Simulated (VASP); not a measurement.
# KI (Fm-3m) in VASP: further runs

KI is run at these levels: PBE; tasks: single point.

All numbers are computed with VASP 6.6.1; they aren't measurements. Logs are shortened: lines on timing, memory, paths and dates and some standing lists are left out, and cuts for length are marked.

### 1 The cell of the first run

The structure is cubic, space group Fm-3m (No. 225). Conventional cell: a = 6.920 Å, b = 6.920 Å, c = 6.920 Å, α = 90.00°, β = 90.00°, γ = 90.00°. Within 4.5 Å of K (site symmetry m-3m) lie 6 I at 3.46 Å. I (site symmetry m-3m) has 6 K at 3.46 Å within 4.5 Å.

### 2 Single point, PBE (Br replaced by I, lengths x 1.035, strained)

INCAR reads:

```
SYSTEM = KI
PREC     = Accurate       ! precision mode
ENCUT    = 520            ! plane-wave cutoff, eV
EDIFF    = 1E-7           ! SCF threshold, eV
ISMEAR   = 0              ! smearing method
SIGMA    = 0.02           ! smearing width, eV
LREAL    = .False.        ! projectors in reciprocal space
LASPH    = .True.         ! aspherical terms in the spheres
NELM     = 80             ! most SCF steps
ALGO     = Normal         ! electronic algorithm
ISIF     = 2              ! what is computed and relaxed
LWAVE    = .False.        ! write WAVECAR
LCHARG   = .True.         ! write CHGCAR
GGA      = PE             ! functional
LELF     = .True.         ! ELF
LVHAR    = .True.       
NBANDS   = 15             ! bands
```

KPOINTS reads:

```
Automatic mesh
0
Gamma
  6 6 6
  0 0 0
```

POSCAR reads:

```
KI
1.0
    0.0000000000      3.4602455153      3.4602455153
    3.4602455153      0.0000000000      3.4602455153
    3.4602455153      3.4602455153      0.0000000000
K I
1 1
Direct
    0.0000000000      0.0000000000      0.0000000000
    0.5000000000      0.5000000000      0.5000000000
```

Potentials or basis: VASP PAW PBE potentials, release 64 (K_sv, I).

Command:

```
> cat potpaw_PBE.64/K_sv/POTCAR potpaw_PBE.64/I/POTCAR > POTCAR
> mpirun -np 1 vasp_std > vasp.out
```

OUTCAR:

```text
SYSTEM = KI
   PREC = Accurate
   ENCUT = 520
   EDIFF = 1E-7
   ISMEAR = 0
   LREAL = .False.
   LASPH = .True.
   NELM = 80
   ISIF = 2
   GGA = PE

 ion  position               nearest neighbor table
   1  0.000  0.000  0.000-   2 3.46   2 3.46   2 3.46   2 3.46   2 3.46   2 3.46
   2  0.500  0.500  0.500-   1 3.46   1 3.46   1 3.46   1 3.46   1 3.46   1 3.46

  LATTYP: Found a face centered cubic cell.
 ALAT       =     6.9204910306

  Lattice vectors:

 A1 = (   0.0000000000,   3.4602455153,   3.4602455153)
 A2 = (   3.4602455153,   0.0000000000,   3.4602455153)
 A3 = (   3.4602455153,   3.4602455153,   0.0000000000)

Analysis of symmetry for initial positions (statically):
=====================================================================
 Subroutine PRICEL returns:
 Original cell was already a primitive cell.

 Routine SETGRP: Setting up the symmetry group for a
 face centered cubic supercell.

 Subroutine GETGRP returns: Found 48 space group operations
 (whereof 48 operations were pure point group operations)
 out of a pool of 48 trial point group operations.

The static configuration has the point symmetry O_h .

Analysis of symmetry for dynamics (positions and initial velocities):
=====================================================================
 Subroutine PRICEL returns:
 Original cell was already a primitive cell.

 Routine SETGRP: Setting up the symmetry group for a
 face centered cubic supercell.

 Subroutine GETGRP returns: Found 48 space group operations
 (whereof 48 operations were pure point group operations)
 out of a pool of 48 trial point group operations.

The dynamic configuration has the point symmetry O_h .

 Subroutine INISYM returns: Found 48 space group operations
 (whereof 48 operations are pure point group operations),
 and found     1 'primitive' translations

----------------------------------------------------------------------------------------

                                     Primitive cell

  volume of cell :      82.8611

  direct lattice vectors                    reciprocal lattice vectors
     0.000000000  3.460245515  3.460245515    -0.144498417  0.144498417  0.144498417
     3.460245515  0.000000000  3.460245515     0.144498417 -0.144498417  0.144498417
     3.460245515  3.460245515  0.000000000     0.144498417  0.144498417 -0.144498417

  length of vectors
     4.893526137  4.893526137  4.893526137     0.250278600  0.250278600  0.250278600

  position of ions in fractional coordinates (direct lattice)
     0.000000000  0.000000000  0.000000000
     0.500000000  0.500000000  0.500000000

  ion indices of the primitive-cell ions
   primitive index   ion index
                 1           1
                 2           2

----------------------------------------------------------------------------------------

 KPOINTS: Automatic mesh

Automatic generation of k-mesh.
 Grid dimensions read from file:
 generate k-points for:    6    6    6

 Generating k-lattice:

  Cartesian coordinates                     Fractional coordinates (reciprocal lattice)
    -0.024083070  0.024083070  0.024083070     0.166666667  0.000000000  0.000000000
     0.024083070 -0.024083070  0.024083070     0.000000000  0.166666667  0.000000000
     0.024083070  0.024083070 -0.024083070     0.000000000  0.000000000  0.166666667

  Length of vectors
     0.041713100  0.041713100  0.041713100

  Shift w.r.t. Gamma in fractional coordinates (k-lattice)
     0.000000000  0.000000000  0.000000000

 Subroutine IBZKPT returns following result:
 ===========================================

 Found     16 irreducible k-points:

 Following reciprocal coordinates:
            Coordinates               Weight
  0.000000  0.000000  0.000000      1.000000
  0.166667  0.000000  0.000000      8.000000
  0.333333  0.000000  0.000000      8.000000
  0.500000  0.000000  0.000000      4.000000
  0.166667  0.166667  0.000000      6.000000
  0.333333  0.166667  0.000000     24.000000
[... 8 lines left out ...]
 -0.333333  0.333333  0.166667     24.000000
 -0.333333  0.500000  0.166667     12.000000
   k-points           NKPTS =     16   k-points in BZ     NKDIM =     16   number of bands    NBANDS=     15
   number of dos      NEDOS =    301   number of ions     NIONS =      2
   total plane-waves  NPLWV =  46656
   dimension x,y,z NGX =    36 NGY =   36 NGZ =   36
   dimension x,y,z NGXF=    72 NGYF=   72 NGZF=   72
   ions per type =               1   1
   NGX,Y,Z   is equivalent  to a cutoff of  12.23, 12.23, 12.23 a.u.
   NGXF,Y,Z  is equivalent  to a cutoff of  24.46, 24.46, 24.46 a.u.
 SYSTEM =  KI
   PREC   = accura    normal or accurate (medium, high low for compatibility)
   ISTART =      0    job   : 0-new  1-cont  2-samecut
   ICHARG =      2    charge: 1-file 2-atom 10-const
   ISPIN  =      1    spin polarized calculation?
   LNONCOLLINEAR =      F non collinear calculations
   LSORBIT =      F    spin-orbit coupling
   LASPH  =      T    aspherical Exc in radial PAW
   ENCUT  =  520.0 eV  38.22 Ry    6.18 a.u.   9.10  9.10  9.10*2*pi/ulx,y,z
   NELM   =     80;   NELMIN=  2; NELMDL= -5     # of ELM steps
   EDIFF  = 0.1E-06   stopping-criterion for ELM
   LREAL  =      F    real-space projection
   EDIFFG = 0.1E-05   stopping-criterion for IOM
   NSW    =      0    number of steps for IOM
   IBRION =     -1    ionic relax: 0-MD 1-quasi-New 2-CG
   NFREE  =      0    steps in history (QN), initial steepest desc. (CG)
   ISIF   =      2    stress and relaxation
   ISYM   =      2    0-nonsym 1-usesym 2-fastsym
   POTIM  = 0.5000    time-step for ionic-motion
   TEBEG  =    0.0;   TEEND  =   0.0 temperature during run
   PSTRESS=    0.0 pullay stress
   NELECT =      16.0000    total number of electrons
   NUPDOWN=      -1.0000    fix difference up-down
   EMIN   =  10.00;   EMAX   =-10.00  energy-range for DOS
   EFERMI =   0.00;   METHOD = LEGACY
   ISMEAR =     0;   SIGMA  =   0.02  broadening in eV -4-tet -1-fermi 0-gaus
   EFERMI_NEDOS =   21; number of points for ismear=-14 and -15
   IALGO  =     38    algorithm
   IMIX   =      4    mixing-type and parameters
     AMIX     =   0.40;   BMIX     =  1.00
     AMIX_MAG =   1.60;   BMIX_MAG =  1.00
  volume/ion in A,a.u.               =      41.43       279.59
  Fermi-wavevector in a.u.,A,eV,Ry     =   0.946233  1.788120 12.182060  0.895356
  Thomas-Fermi vector in A             =   2.074211
   LORBIT       =      0    0 simple, 1 ext, 2 COOP (PROOUT), +10 PAW based schemes
   GGA     = PE    functional components
   LHFCALC =     F    Hartree Fock is set to
   AEXX    =    0.0000 exact exchange contribution
   IVDW    =     0    specifies the selected vdW correction
   LEPSILON=     F    determine dielectric tensor
   LRPA    =     F    only Hartree local field effects (RPA)
 non-spin polarized calculation
 Gauss-broadening in eV      SIGMA  =   0.02
  energy-cutoff  :      520.00
  volume of cell :       82.86
 maximum number of plane-waves:      2252
   NGX = 19   NGY = 19   NGZ = 19

 number of electron      15.9999999 magnetization

 Free energy of the ion-electron system (eV)
  ---------------------------------------------------
  ext. energy  EPLUGINS =         0.00000000
  ---------------------------------------------------
  free energy    TOTEN  =        -5.52045879 eV

  energy without entropy =       -5.52045879  energy(sigma->0) =       -5.52045879

 E-fermi :   0.0790     XC(G=0):  -7.4244

 val. band max:       -0.0778387906   @ k =   0.0000   0.0000   0.0000
 cond. band min:       4.0360441440   @ k =   0.0000   0.0000   0.0000
 fundamental gap:      4.1138829345
 Fermi energy:         0.0790387799

 k-point     1 :       0.0000    0.0000    0.0000
  band No.  band energies     occupation
      1     -28.4773      2.00000
      2     -11.9734      2.00000
      3     -11.9734      2.00000
      4     -11.9734      2.00000
      5     -10.6797      2.00000
      6      -0.0778      2.00000
      7      -0.0778      2.00000
      8      -0.0778      2.00000
      9       4.0360      0.00000
     10       6.3859      0.00000
     11       6.3859      0.00000
     12       6.3859      0.00000
     13       7.1462      0.00000
     14       7.1462      0.00000
     15       9.7747      0.00000

 k-point     2 :       0.1667    0.0000    0.0000
  band No.  band energies     occupation
      1     -28.4765      2.00000
      2     -12.0347      2.00000
      3     -11.9741      2.00000
      4     -11.9741      2.00000
      5     -10.5797      2.00000
      6      -0.5454      2.00000
      7      -0.1842      2.00000
      8      -0.1842      2.00000
      9       4.6904      0.00000
     10       6.3304      0.00000
     11       6.6950      0.00000
     12       6.6950      0.00000
     13       7.5002      0.00000
     14       7.5002      0.00000
     15      10.7015      0.00000

 k-point     3 :       0.3333    0.0000    0.0000
  band No.  band energies     occupation
      1     -28.4751      2.00000
      2     -12.1380      2.00000
      3     -11.9754      2.00000
      4     -11.9754      2.00000
      5     -10.3959      2.00000
      6      -1.2534      2.00000
      7      -0.3794      2.00000
      8      -0.3794      2.00000
      9       5.3661      0.00000
     10       7.1121      0.00000
     11       7.4538      0.00000
     12       7.4538      0.00000
     13       8.4189      0.00000
     14       8.4189      0.00000
     15       9.8696      0.00000
[... 199 lines left out ...]
 k-point    15 :      -0.3333    0.3333    0.1667
  band No.  band energies     occupation
      1     -28.4736      2.00000
      2     -12.0948      2.00000
      3     -12.0056      2.00000
      4     -11.9929      2.00000
      5     -10.3931      2.00000
      6      -1.1525      2.00000
      7      -0.7889      2.00000
      8      -0.5809      2.00000
      9       6.2365      0.00000
     10       6.5563      0.00000
     11       7.1430      0.00000
     12       8.3513      0.00000
     13       8.8705      0.00000
     14       9.2659      0.00000
     15      10.0390      0.00000

 k-point    16 :      -0.3333    0.5000    0.1667
  band No.  band energies     occupation
      1     -28.4734      2.00000
      2     -12.0352      2.00000
      3     -12.0243      2.00000
      4     -12.0064      2.00000
      5     -10.4435      2.00000
      6      -1.0380      2.00000
      7      -0.7000      2.00000
      8      -0.6894      2.00000
      9       5.5424      0.00000
     10       6.4796      0.00000
     11       7.4366      0.00000
     12       8.4616      0.00000
     13       8.5865      0.00000
     14       9.7108      0.00000
     15      10.2501      0.00000

------------------------ aborting loop because EDIFF is reached ----------------------------------------

  FORCE on cell =-STRESS in cart. coord.  units (eV):
  Direction    XX          YY          ZZ          XY          YZ          ZX
  --------------------------------------------------------------------------------------
  -------------------------------------------------------------------------------------
  Total        0.8162202      0.8162202      0.8162202      0.0000000      0.0000000      0.0000000
  in kB       15.7821860     15.7821860     15.7821860      0.0000000      0.0000000      0.0000000
  external PRESSURE =      15.7821860 kB  Pullay stress =       0.0000000 kB

 VOLUME and BASIS-vectors are now :
 -----------------------------------------------------------------------------
  energy-cutoff  :      520.00
  volume of cell :       82.86
      direct lattice vectors                 reciprocal lattice vectors
     0.000000000  3.460245515  3.460245515    -0.144498417  0.144498417  0.144498417
     3.460245515  0.000000000  3.460245515     0.144498417 -0.144498417  0.144498417
     3.460245515  3.460245515  0.000000000     0.144498417  0.144498417 -0.144498417

 POSITION                                       TOTAL-FORCE (eV/Angst)
 -----------------------------------------------------------------------------------
      0.00000      0.00000      0.00000         0.000000     -0.000000      0.000000
      3.46025      3.46025      3.46025        -0.000000      0.000000     -0.000000
 -----------------------------------------------------------------------------------
    total drift:                                0.000000      0.000000      0.000000

  FREE ENERGIE OF THE ION-ELECTRON SYSTEM (eV)
  ---------------------------------------------------
  free  energy   TOTEN  =        -5.5204587933 eV

  energy  without entropy=       -5.5204587933  energy(sigma->0) =       -5.52045879
```

Run time: 17 s. Hardware: 1 thread of AMD EPYC 9R45 (Zen 5), shared host; peak memory 0.18 GiB.

What came out:

- Free energy: -5.5205 eV
- Pressure: 1.6 GPa
- Band gap on the k mesh: 4.11 eV, direct

Caveat: the cell differs from its parent crystal (Br replaced by I, lengths x 1.035, strained); spin-orbit coupling is left out, which moves the levels of the heavy elements.

### 3 Single point, PBE (Br replaced by I, lengths x 1.035, strained)

INCAR reads:

```
PREC = Accurate
ENCUT = 520
EDIFF = 1E-6
ISMEAR = 0
SIGMA = 0.02
LREAL = F
LASPH = T
NELM = 60
ALGO = Normal
ISIF = 2
LWAVE = F
LCHARG = T
GGA = PE
LELF = T
LVHAR = T
NBANDS = 15
```

KPOINTS reads:

```
regular mesh
0
Gamma
  6 6 6
```

POSCAR reads:

```
KI
1.0
    0.0000000000      3.2911737035      3.2911737035
    3.2911737035      0.0000000000      3.2911737035
    3.2911737035      3.2911737035      0.0000000000
K I
1 1
Direct
    0.0000000000      0.0000000000      0.0000000000
    0.5000000000      0.5000000000      0.5000000000
```

Potentials or basis: VASP PAW PBE potentials, release 64 (K_sv, I).

Command:

```
> cat potpaw_PBE.64/K_sv/POTCAR potpaw_PBE.64/I/POTCAR > POTCAR
> mpirun -np 1 vasp_std > vasp.out
```

OUTCAR:

```text
PREC = Accurate
   ENCUT = 520
   EDIFF = 1E-6
   ISMEAR = 0
   LREAL = F
   LASPH = T
   NELM = 60
   ISIF = 2
   GGA = PE

 ion  position               nearest neighbor table
   1  0.000  0.000  0.000-   2 3.29   2 3.29   2 3.29   2 3.29   2 3.29   2 3.29
   2  0.500  0.500  0.500-   1 3.29   1 3.29   1 3.29   1 3.29   1 3.29   1 3.29

  LATTYP: Found a face centered cubic cell.
 ALAT       =     6.5823474070

  Lattice vectors:

 A1 = (   0.0000000000,   3.2911737035,   3.2911737035)
 A2 = (   3.2911737035,   0.0000000000,   3.2911737035)
 A3 = (   3.2911737035,   3.2911737035,   0.0000000000)

Analysis of symmetry for initial positions (statically):
=====================================================================
 Subroutine PRICEL returns:
 Original cell was already a primitive cell.

 Routine SETGRP: Setting up the symmetry group for a
 face centered cubic supercell.

 Subroutine GETGRP returns: Found 48 space group operations
 (whereof 48 operations were pure point group operations)
 out of a pool of 48 trial point group operations.

[... 165 lines left out ...]
      3     -10.8671      2.00000
      4     -10.8671      2.00000
      5     -10.0329      2.00000
      6       0.8705      2.00000
      7       0.8705      2.00000
      8       0.8705      2.00000
      9       5.4054      0.00000
     10       7.1829      0.00000
     11       7.1829      0.00000
     12       7.1829      0.00000
     13       8.0594      0.00000
     14       8.0594      0.00000
[... 257 lines left out ...]
      2     -11.0152      2.00000
      3     -10.9650      2.00000
      4     -10.9301      2.00000
      5      -9.6195      2.00000
      6      -0.3278      2.00000
      7       0.0620      2.00000
      8       0.0843      2.00000
      9       6.3112      0.00000
     10       7.8205      0.00000
     11       8.5876      0.00000
     12       9.7760      0.00000
     13       9.9707      0.00000
     14      10.9695      0.00000
     15      11.8010      0.00000

------------------------ aborting loop because EDIFF is reached ----------------------------------------

  FORCE on cell =-STRESS in cart. coord.  units (eV):
  Direction    XX          YY          ZZ          XY          YZ          ZX
  --------------------------------------------------------------------------------------
  -------------------------------------------------------------------------------------
  Total        2.3506841      2.3506841      2.3506841      0.0000000      0.0000000     -0.0000000
  in kB       52.8229257     52.8229257     52.8229257      0.0000000      0.0000000     -0.0000000
  external PRESSURE =      52.8229257 kB  Pullay stress =       0.0000000 kB

 VOLUME and BASIS-vectors are now :
 -----------------------------------------------------------------------------
  energy-cutoff  :      520.00
  volume of cell :       71.30
      direct lattice vectors                 reciprocal lattice vectors
     0.000000000  3.291173704  3.291173704    -0.151921486  0.151921486  0.151921486
     3.291173704  0.000000000  3.291173704     0.151921486 -0.151921486  0.151921486
     3.291173704  3.291173704  0.000000000     0.151921486  0.151921486 -0.151921486

 POSITION                                       TOTAL-FORCE (eV/Angst)
 -----------------------------------------------------------------------------------
      0.00000      0.00000      0.00000         0.000000      0.000000      0.000000
      3.29117      3.29117      3.29117        -0.000000     -0.000000     -0.000000
 -----------------------------------------------------------------------------------
    total drift:                                0.000000      0.000000      0.000000

  FREE ENERGIE OF THE ION-ELECTRON SYSTEM (eV)
  ---------------------------------------------------
  free  energy   TOTEN  =        -5.2886807664 eV

  energy  without entropy=       -5.2886807664  energy(sigma->0) =       -5.28868077
```

OSZICAR:

```text
N       E                     dE             d eps       ncg     rms          rms(c)
DAV:   1     0.945111991966E+02    0.94511E+02   -0.67770E+03   480   0.934E+02
DAV:   2    -0.857685684191E-01   -0.94597E+02   -0.87778E+02   606   0.224E+02
DAV:   3    -0.514844492865E+01   -0.50627E+01   -0.50386E+01   658   0.458E+01
DAV:   4    -0.534682176259E+01   -0.19838E+00   -0.19831E+00   751   0.791E+00
DAV:   5    -0.534839734607E+01   -0.15756E-02   -0.15756E-02   671   0.747E-01    0.487E+00
DAV:   6    -0.528670654839E+01    0.61691E-01   -0.70563E-02   585   0.171E+00    0.334E+00
DAV:   7    -0.528679183342E+01   -0.85285E-04   -0.10737E-01   627   0.188E+00    0.735E-01
DAV:   8    -0.528820816952E+01   -0.14163E-02   -0.13136E-02   543   0.836E-01    0.163E-01
DAV:   9    -0.528850444375E+01   -0.29627E-03   -0.56292E-04   627   0.156E-01    0.759E-02
DAV:  10    -0.528866433725E+01   -0.15989E-03   -0.15061E-04   557   0.679E-02    0.261E-02
DAV:  11    -0.528868121472E+01   -0.16877E-04   -0.22197E-05   613   0.319E-02    0.179E-02
DAV:  12    -0.528868076636E+01    0.44837E-06   -0.25459E-06   648   0.122E-02
   1 F= -.52886808E+01 E0= -.52886808E+01  d E =-.508600E-13
```

stdout:

```text
POSCAR found type information on POSCAR K I
 POSCAR found :  2 types and       2 ions
 scaLAPACK will be used
 LDA part: xc-table for (Slater+PW92), standard interpolation
 POSCAR, INCAR and KPOINTS ok, starting setup
 FFT: planning ... GRIDC
 FFT: planning ... GRID_SOFT
 FFT: planning ... GRID
 WAVECAR not read
 entering main loop
```

Wall time 17 s (1 thread of Intel Xeon Platinum 8488C (Sapphire Rapids), shared host); peak memory 0.2 GiB.

What came out:

| Quantity | Value |
| --- | --- |
| Free energy | -5.2887 eV |
| Pressure | 5.3 GPa |
| Band gap on the k mesh | 4.47 eV, indirect (least direct gap 4.53 eV) |

Levels at points of the mesh, in eV from the valence-band top:
```
           k point  band 5  band 6  band 7  band 8  band 9  band 10  band 11  band 12
(0.00, 0.00, 0.00)  -10.90    0.00    0.00    0.00    4.53     6.31     6.31     6.31
(0.50, 0.00, 0.00)  -10.19   -1.89   -0.57   -0.57    5.70     8.19     8.56     8.56
(0.50, 0.50, 0.00)  -10.64   -1.35   -0.50   -0.50    4.47     6.27     8.25     9.41
```

Caveat: the cell differs from its parent crystal (Br replaced by I, lengths x 1.035, strained); spin-orbit coupling is left out, which moves the levels of the heavy elements. A k mesh can miss the band edges.
